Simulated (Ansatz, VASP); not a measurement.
# One calculation of KF, two programs

Contents of POSCAR:

```
KF
1.0
    0.0000000000      2.9354014086      2.9941094368
    2.9354014086      0.0000000000      2.9941094368
    2.9354014086      2.9354014086      0.0000000000
K F
1 1
Direct
    0.0000000000      0.0000000000      0.0000000000
    0.2500000000      0.2500000000      0.2500000000
```

INCAR.step1

```
  ALGO = Normal
  EDIFF = 1E-4
  ENCUT = 520
  GGA = PE
  ISMEAR = 0
  LASPH = T
  LCHARG = F
  LREAL = F
  LWAVE = T
  NBANDS = 15
  NELM = 60
  PREC = Accurate
  SIGMA = 0.01
```

Contents of INCAR.step2:

```
  ALGO = Normal
  EDIFF = 1E-7
  ENCUT = 520
  ISIF = 2
  ISMEAR = 0
  ISTART = 1
  LASPH = T
  LCHARG = F
  LMIXTAU = T
  LREAL = F
  LWAVE = F
  METAGGA = R2SCAN
  NBANDS = 15
  NELM = 60
  PREC = Accurate
  SIGMA = 0.01
```

Contents of KPOINTS:

```
k-points
0
Gamma
  8 8 8
```

Input for Ansatz:

```yaml
crystal:
  lattice:
    - [0.0, 2.9354014086, 2.9941094368]
    - [2.9354014086, 0.0, 2.9941094368]
    - [2.9354014086, 2.9354014086, 0.0]
  atoms:
    - { symbol: K, position: [0.0, 0.0, 0.0] }
    - { symbol: F, position: [0.25, 0.25, 0.25] }
kpoints:
  mp_grid: { grid: [8, 8, 8] }
  band_path:
    path:
      - [0.0, 0.0, 0.0]
      - [-0.5, -0.5, 0.0]
      - [-0.375, -0.375, 0.25]
      - [-0.375, 0.0, 0.375]
      - [0.0, 0.0, 0.5]
      - [-0.5, -0.25, 0.25]
    npoints: 1
hamiltonian:
  xc: r2scan
scf:
  occupations: { method: fixed }
  n_extra_bands: 4
output:
  forces: true
  stress: true
  eigenvalues: true
```

Change from the starting cell: uniaxial_z strain +2.0%.

Alike in both runs: task single point; functional r2SCAN; k mesh 8 × 8 × 8; no spin polarisation.

|  | VASP | Ansatz |
| --- | --- | --- |
| version | VASP 6.6.1 | Ansatz 0.2.0 |
| potentials or method | VASP PAW PBE potentials, release 64 (K_sv, F) | plane waves, PAW |
| plane-wave cutoff (eV) | 520 | 500 |
| occupations | gaussian, width 0.01 eV | fixed |
| valence electrons in the cell | 16 | 16 |

|  | VASP | Ansatz | Ansatz less VASP |
| --- | --- | --- | --- |
| gap on the k mesh at the Fermi level (eV) | 5.69 | 5.70 | +0.005 |
| pressure (GPa) | -0.4 | -0.4 | +0.02 |

VASP's potentials were made for PBE, not for r2SCAN.
